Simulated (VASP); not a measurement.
# Li2Se (Fm-3m) in VASP: single point with PBE

Aim: the single point of Li2Se with PBE.

All numbers are computed with VASP 6.6.1; they aren't measurements. Logs are shortened: lines on timing, memory, paths and dates and some standing lists are left out, and cuts for length are marked.

**1. The cell of the first run**

Symmetry: Fm-3m, No. 225, cubic system. The conventional cell has a = 6.005 Å, b = 6.005 Å, c = 6.005 Å, α = 90.00°, β = 90.00°, γ = 90.00°. Se (site symmetry m-3m) has 8 Li at 2.60 Å within 3.4 Å. Li (site symmetry -43m) has 4 Se at 2.60 Å and 6 Li at 3.00 Å within 3.4 Å.

**2. Single point, PBE, non-collinear spin, zero start, spin-orbit coupling**

INCAR

```
SYSTEM = Li2Se
PREC = Accurate ; ENCUT = 750
EDIFF = 1E-6 ; ISMEAR = -1
SIGMA = 0.05 ; LREAL = .FALSE.
LASPH = .TRUE. ; NELM = 200
ALGO = Normal ; ISIF = 2
LWAVE = .FALSE. ; LCHARG = .TRUE.
MAGMOM = 0 0 0 0 0 0 0 0 0 ; LORBIT = 11
LSORBIT = .TRUE. ; GGA_COMPAT = .FALSE.
LORBMOM = .TRUE. ; GGA = PE
LVHAR = .TRUE. ; NBANDS = 25
```

KPOINTS

```
regular mesh
0
G
  8 8 8
  0 0 0
```

POSCAR

```
Li2Se
1.0
    0.0000000000      3.0025000000      3.0025000000
    3.0025000000      0.0000000000      3.0025000000
    3.0025000000      3.0025000000      0.0000000000
Se Li
1 2
Direct
    0.0000000000      0.0000000000      0.0000000000
    0.7500000000      0.7500000000      0.7500000000
    0.2500000000      0.2500000000      0.2500000000
```

Potentials or basis: VASP PAW PBE potentials, release 64 (Se, Li_sv).

Run with:

```sh
$ cat potpaw_PBE.64/Se/POTCAR potpaw_PBE.64/Li_sv/POTCAR > POTCAR
$ mpirun -np 1 vasp_ncl > vasp.out
```

OUTCAR:

```text
SYSTEM = Li2Se
   PREC = Accurate
   ENCUT = 750
   EDIFF = 1E-6
   ISMEAR = -1
   LREAL = .FALSE.
   LASPH = .TRUE.
   NELM = 200
   ISIF = 2
   LORBIT = 11
   LSORBIT = .TRUE.
   GGA = PE

 ion  position               nearest neighbor table
   1  0.000  0.000  0.000-   2 2.60   3 2.60   2 2.60   2 2.60   2 2.60   3 2.60   3 2.60   3 2.60

   2  0.750  0.750  0.750-   1 2.60   1 2.60   1 2.60   1 2.60
   3  0.250  0.250  0.250-   1 2.60   1 2.60   1 2.60   1 2.60

  LATTYP: Found a face centered cubic cell.
 ALAT       =     6.0050000000

  Lattice vectors:

 A1 = (   0.0000000000,   3.0025000000,   3.0025000000)
 A2 = (   3.0025000000,   0.0000000000,   3.0025000000)
 A3 = (   3.0025000000,   3.0025000000,   0.0000000000)

Analysis of symmetry for initial positions (statically):
=====================================================================
 Subroutine PRICEL returns:
 Original cell was already a primitive cell.

 Routine SETGRP: Setting up the symmetry group for a
 face centered cubic supercell.

 Subroutine GETGRP returns: Found 48 space group operations
 (whereof 48 operations were pure point group operations)
 out of a pool of 48 trial point group operations.

The static configuration has the point symmetry O_h .

Analysis of symmetry for dynamics (positions and initial velocities):
=====================================================================
 Subroutine PRICEL returns:
 Original cell was already a primitive cell.

 Routine SETGRP: Setting up the symmetry group for a
 face centered cubic supercell.

 Subroutine GETGRP returns: Found 48 space group operations
 (whereof 48 operations were pure point group operations)
 out of a pool of 48 trial point group operations.

The dynamic configuration has the point symmetry O_h .

Analysis of structural, dynamic, and magnetic symmetry:
=====================================================================
 Subroutine PRICEL returns:
 Original cell was already a primitive cell.

 Routine SETGRP: Setting up the symmetry group for a
 face centered cubic supercell.

 Subroutine GETGRP returns: Found 48 space group operations
 (whereof 48 operations were pure point group operations)
 out of a pool of 48 trial point group operations.

The overall configuration has the point symmetry O_h .

 Subroutine INISYM returns: Found 48 space group operations
 (whereof 48 operations are pure point group operations),
 and found     1 'primitive' translations

----------------------------------------------------------------------------------------

                                     Primitive cell

  volume of cell :      54.1351

  direct lattice vectors                    reciprocal lattice vectors
     0.000000000  3.002500000  3.002500000    -0.166527893  0.166527893  0.166527893
     3.002500000  0.000000000  3.002500000     0.166527893 -0.166527893  0.166527893
     3.002500000  3.002500000  0.000000000     0.166527893  0.166527893 -0.166527893

  length of vectors
     4.246176221  4.246176221  4.246176221     0.288434772  0.288434772  0.288434772

  position of ions in fractional coordinates (direct lattice)
     0.000000000  0.000000000  0.000000000
     0.750000000  0.750000000  0.750000000
     0.250000000  0.250000000  0.250000000

  ion indices of the primitive-cell ions
   primitive index   ion index
                 1           1
                 2           2
                 3           3

----------------------------------------------------------------------------------------

 KPOINTS: regular mesh

Automatic generation of k-mesh.
 Grid dimensions read from file:
 generate k-points for:    8    8    8

 Generating k-lattice:

  Cartesian coordinates                     Fractional coordinates (reciprocal lattice)
    -0.020815987  0.020815987  0.020815987     0.125000000  0.000000000  0.000000000
     0.020815987 -0.020815987  0.020815987     0.000000000  0.125000000  0.000000000
[... 98 lines left out ...]

 number of electron      12.0000004 magnetization       0.0000000      0.0000000      0.0000000

 Free energy of the ion-electron system (eV)
  ---------------------------------------------------
  ext. energy  EPLUGINS =         0.00000000
  ---------------------------------------------------
  free energy    TOTEN  =       -11.14822847 eV

  energy without entropy =      -11.14822847  energy(sigma->0) =      -11.14822847

 E-fermi :   2.2258     XC(G=0):  -8.2620

 val. band max:        1.1204457223   @ k =   0.0000   0.0000   0.0000
 cond. band min:       3.9698294366   @ k =   0.5000   0.5000   0.0000
 fundamental gap:      2.8493837143
 Fermi energy:         2.2258445706

 k-point     1 :       0.0000    0.0000    0.0000
  band No.  band energies     occupation
      1     -43.7169      1.00000
      2     -43.7169      1.00000
      3     -43.6932      1.00000
      4     -43.6932      1.00000
      5     -10.3926      1.00000
      6     -10.3926      1.00000
[... 637 lines left out ...]
     23      11.7071      0.00000
     24      11.7071      0.00000

 [... further k-points ...]

 [bands above 24 left out]

------------------------ aborting loop because EDIFF is reached ----------------------------------------

  FORCE on cell =-STRESS in cart. coord.  units (eV):
  Direction    XX          YY          ZZ          XY          YZ          ZX
  --------------------------------------------------------------------------------------
  -------------------------------------------------------------------------------------
  Total       -0.0078497     -0.0078497     -0.0078497     -0.0000000     -0.0000000      0.0000000
  in kB       -0.2323194     -0.2323194     -0.2323194     -0.0000000     -0.0000000      0.0000000
  external PRESSURE =      -0.2323194 kB  Pullay stress =       0.0000000 kB

 VOLUME and BASIS-vectors are now :
 -----------------------------------------------------------------------------
  energy-cutoff  :      750.00
  volume of cell :       54.14
      direct lattice vectors                 reciprocal lattice vectors
     0.000000000  3.002500000  3.002500000    -0.166527893  0.166527893  0.166527893
     3.002500000  0.000000000  3.002500000     0.166527893 -0.166527893  0.166527893
     3.002500000  3.002500000  0.000000000     0.166527893  0.166527893 -0.166527893

 POSITION                                       TOTAL-FORCE (eV/Angst)
 -----------------------------------------------------------------------------------
      0.00000      0.00000      0.00000        -0.000000      0.000000     -0.000000
      4.50375      4.50375      4.50375        -0.000000     -0.000000     -0.000000
      1.50125      1.50125      1.50125         0.000000      0.000000      0.000000
 -----------------------------------------------------------------------------------
    total drift:                                0.000000      0.000000      0.000000

  FREE ENERGIE OF THE ION-ELECTRON SYSTEM (eV)
  ---------------------------------------------------
  free  energy   TOTEN  =       -11.1482284737 eV

  energy  without entropy=      -11.1482284737  energy(sigma->0) =      -11.14822847

 orbital moment (x)

 # of ion     p       d       tot
 ----------------------------------------
  1         0.000  -0.000  -0.000
  2        -0.000   0.000  -0.000
  3        -0.000   0.000  -0.000
 ----------------------------------------
           -0.000  -0.000  -0.000

 orbital moment (y)

 # of ion     p       d       tot
 ----------------------------------------
  1         0.000   0.000   0.000
  2         0.000   0.000   0.000
  3         0.000   0.000   0.000
 ----------------------------------------
            0.000   0.000   0.000

 orbital moment (z)

 # of ion     p       d       tot
 ----------------------------------------
  1         0.000   0.000   0.000
  2        -0.000   0.000  -0.000
  3        -0.000   0.000  -0.000
 ----------------------------------------
           -0.000   0.000  -0.000

 Spin-Orbit-Coupling matrix elements

 Ion:    1  E_soc:     -0.0345792
 l=   1
     0.0000000    -0.0057625    -0.0057625
    -0.0057625     0.0000000    -0.0057625
    -0.0057625    -0.0057625     0.0000000
 l=   2
     0.0000000     0.0000001     0.0000000     0.0000001    -0.0000007
     0.0000001     0.0000000    -0.0000006     0.0000001    -0.0000002
     0.0000000    -0.0000006     0.0000000    -0.0000006     0.0000000
     0.0000001     0.0000001    -0.0000006     0.0000000    -0.0000002
    -0.0000007    -0.0000002     0.0000000    -0.0000002     0.0000000
 l=   3
     0.0000000     0.0000000     0.0000000     0.0000000     0.0000000     0.0000000     0.0000000
     0.0000000     0.0000000     0.0000000     0.0000000     0.0000000     0.0000000     0.0000000
     0.0000000     0.0000000     0.0000000     0.0000000     0.0000000     0.0000000     0.0000000
     0.0000000     0.0000000     0.0000000     0.0000000     0.0000000     0.0000000     0.0000000
[... 29 lines left out ...]
 l=   2
     0.0000000     0.0000000     0.0000000     0.0000000     0.0000000
     0.0000000     0.0000000     0.0000000     0.0000000     0.0000000
     0.0000000     0.0000000     0.0000000     0.0000000     0.0000000
     0.0000000     0.0000000     0.0000000     0.0000000     0.0000000
     0.0000000     0.0000000     0.0000000     0.0000000     0.0000000
 l=   3
     0.0000000     0.0000000     0.0000000     0.0000000     0.0000000     0.0000000     0.0000000
     0.0000000     0.0000000     0.0000000     0.0000000     0.0000000     0.0000000     0.0000000
     0.0000000     0.0000000     0.0000000     0.0000000     0.0000000     0.0000000     0.0000000
     0.0000000     0.0000000     0.0000000     0.0000000     0.0000000     0.0000000     0.0000000
     0.0000000     0.0000000     0.0000000     0.0000000     0.0000000     0.0000000     0.0000000
     0.0000000     0.0000000     0.0000000     0.0000000     0.0000000     0.0000000     0.0000000
     0.0000000     0.0000000     0.0000000     0.0000000     0.0000000     0.0000000     0.0000000

 total charge

# of ion       s       p       d       tot
------------------------------------------
    1        1.420   2.500   0.004   3.924
    2        2.019   0.052   0.000   2.072
    3        2.019   0.052   0.000   2.072
--------------------------------------------------
tot          5.459   2.605   0.004   8.068

 magnetization (x)

# of ion       s       p       d       tot
------------------------------------------
    1        0.000   0.000   0.000   0.000
    2        0.000   0.000   0.000   0.000
    3        0.000   0.000   0.000   0.000
--------------------------------------------------
tot          0.000   0.000   0.000   0.000

 magnetization (y)

# of ion       s       p       d       tot
------------------------------------------
    1        0.000   0.000   0.000   0.000
    2        0.000   0.000   0.000   0.000
    3        0.000   0.000   0.000   0.000
--------------------------------------------------
tot          0.000   0.000   0.000   0.000

 magnetization (z)

# of ion       s       p       d       tot
------------------------------------------
    1       -0.000   0.000   0.000  -0.000
    2        0.000  -0.000   0.000   0.000
    3        0.000   0.000   0.000   0.000
--------------------------------------------------
tot          0.000   0.000   0.000   0.000
```

It took 2 min on 1 thread of Intel Xeon Platinum 8488C (Sapphire Rapids), shared host; peak memory 0.53 GiB.

What came out:

```
Free energy                                           : -11.1482 eV
Pressure                                              : 0.0 GPa
Net moment                                            : 0.00 μB per cell
Valence electrons inside the program's atomic spheres : Se 3.92; Li 2.07
```

Moments on the atoms (μB; x, y, z):
```
Se  0.00 0.00 0.00
Li  0.00 0.00 0.00
Li  0.00 0.00 0.00
```
